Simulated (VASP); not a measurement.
A run of VASP 6.6.1 is set up as follows.

The input INCAR:

```
SYSTEM = ZnS
ALGO = Normal
EDIFF = 1E-6
ENCUT = 500
GGA = PE
GGA_COMPAT = .FALSE.
ISIF = 2
ISMEAR = 0
LASPH = .TRUE.
LCHARG = .TRUE.
LELF = .TRUE.
LREAL = .FALSE.
LVHAR = .TRUE.
LWAVE = .FALSE.
NBANDS = 16
NELM = 120
PREC = Accurate
SIGMA = 0.01
```

Contents of KPOINTS:

```
k-points
0
G
  6 6 6
  0 0 0
```

Contents of POSCAR:

```
ZnS
1.0
    0.0000000000      2.6838652254      2.6838652254
    2.6838652254      0.0000000000      2.6838652254
    2.6838652254      2.6838652254      0.0000000000
Zn S
1 1
Direct
    0.2500000000      0.2500000000      0.2500000000
    0.0000000000      0.0000000000      0.0000000000
```

Potentials or basis: VASP PAW PBE potentials, release 64 (Zn, S).

Command:

```sh
$ cat potpaw_PBE.64/Zn/POTCAR potpaw_PBE.64/S/POTCAR > POTCAR
$ mpirun -np 1 vasp_std > vasp.out
```

Question: Estimate the band gap on the k mesh.

Answer: 2.20 eV, direct.

Question: Predict the pressure.

Answer: 3.4 GPa.

Expect the measured gap to be larger: semilocal functionals such as PBE lack the derivative discontinuity.
